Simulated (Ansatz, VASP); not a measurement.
**RbCl: VASP beside Ansatz**

```
Rb Cl
1.0
     0.01637    3.28219    3.28219
     3.28219    0.01637    3.28219
     3.28219    3.28219    0.01637
Rb Cl
1 1
Direct
  0.00000 0.00000 0.00000
  0.50000 0.50000 0.50000
```

Change from the starting cell: equal xy, yz and zx engineering shears of +0.5 %.

Alike in both runs: functional PBEsol; k mesh 6 × 6 × 6; no spin polarisation.

Ansatz relaxed the structure, and its values are those at the end. VASP's run is a single point on that final structure, the one shown.

```csv
,VASP,Ansatz
version,VASP 6.6.1,Ansatz 0.2.0
potentials or method,"VASP PAW PBE potentials, release 64 (Rb_sv, Cl), cutoff 500 eV","all-electron LAPW, scalar-relativistic"
occupations,"gaussian, width 0.01 eV",fixed
```

Ansatz gave:

- gap on the k mesh at the Fermi level (eV): 4.89
- pressure (GPa): 0.0

Question: Estimate VASP's values.

Answer: gap on the k mesh at the Fermi level (eV): 4.88; pressure (GPa): 0.0.

VASP's potentials were made for PBE, not for PBEsol. Ansatz ran all-electron here, and VASP with PAW potentials.
